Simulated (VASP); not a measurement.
A run of VASP 6.6.1 is set up as follows.

INCAR

```
PREC = Accurate ; ENCUT = 600
EDIFF = 1E-6 ; ISMEAR = 1
SIGMA = 0.5 ; LREAL = F
LASPH = T ; NELM = 120
ALGO = Normal ; ISIF = 2
LWAVE = F ; LCHARG = F
GGA = PS ; NBANDS = 17
GGA_COMPAT = F
```

File KPOINTS:

```
regular mesh
0
Gamma
  6 6 6
```

File POSCAR:

```
PbO
1.0
    3.1793716482      0.0000000000      0.0000000000
    0.0000000000      3.1793716482      0.0000000000
    0.0000000000      0.0000000000      3.1793716482
Pb O
1 1
Direct
    0.0000000000      0.0000000000      0.0000000000
    0.5000000000      0.5000000000      0.5000000000
```

Potentials or basis: VASP PAW PBE potentials, release 64 (Pb_d, O).

Run with:

```bash
$ cat potpaw_PBE.64/Pb_d/POTCAR potpaw_PBE.64/O/POTCAR > POTCAR
$ mpirun -np 1 vasp_std > vasp.out
```

(1) Estimate the pressure.

(2) Predict the band gap on the k mesh.

Answers

(1) -2.2 GPa.

(2) 0.65 eV, indirect (least direct gap 0.83 eV).

Caveat: the PAW data sets were made with another functional, which shifts forces and pressure a little; spin-orbit coupling is left out, which moves the levels of the heavy elements.
